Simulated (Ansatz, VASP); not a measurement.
One calculation of TiO, two programs

```
Ti O
1.0
     4.98909    0.00000    0.00000
    -2.49454    4.32068    0.00000
     0.00000    0.00000    2.87331
Ti O
3 3
Direct
  0.66667 0.33333 0.50000
  0.33333 0.66667 0.50000
  0.00000 0.00000 0.00000
  0.60602 0.60602 0.00000
  0.39398 0.00000 0.00000
  0.00000 0.39398 0.00000
```

Alike in both runs: functional r2SCAN; k mesh 12 × 12 × 12; occupations gaussian, width 0.1 eV; no spin polarisation.

Ansatz relaxed the structure, and its values are those at the end. VASP's run is a single point on that final structure, the one shown.

```csv
,VASP,Ansatz
version,VASP 6.6.1,Ansatz 0.2.0
potentials or method,"VASP PAW PBE potentials, release 64 (Ti_sv, O), cutoff 520 eV","scalar-relativistic, plane waves, PAW"
valence electrons in the cell,54,54
```

|  | VASP | Ansatz | Ansatz less VASP |
| --- | --- | --- | --- |
| gap on the k mesh at the Fermi level (eV) | none | none | - |
| pressure (GPa) | 0.2 | -1.5 | -1.61 |
| rms of the force components (eV/Å) | 0.011 | 0.000 | -0.0114 |

VASP's potentials were made for PBE, not for r2SCAN. A gap of «none» marks a metal or a gap that the smearing closes. With one functional, cell and mesh, what is left measures potentials, basis and numerics. Ansatz's warnings: stress scf threshold loose.
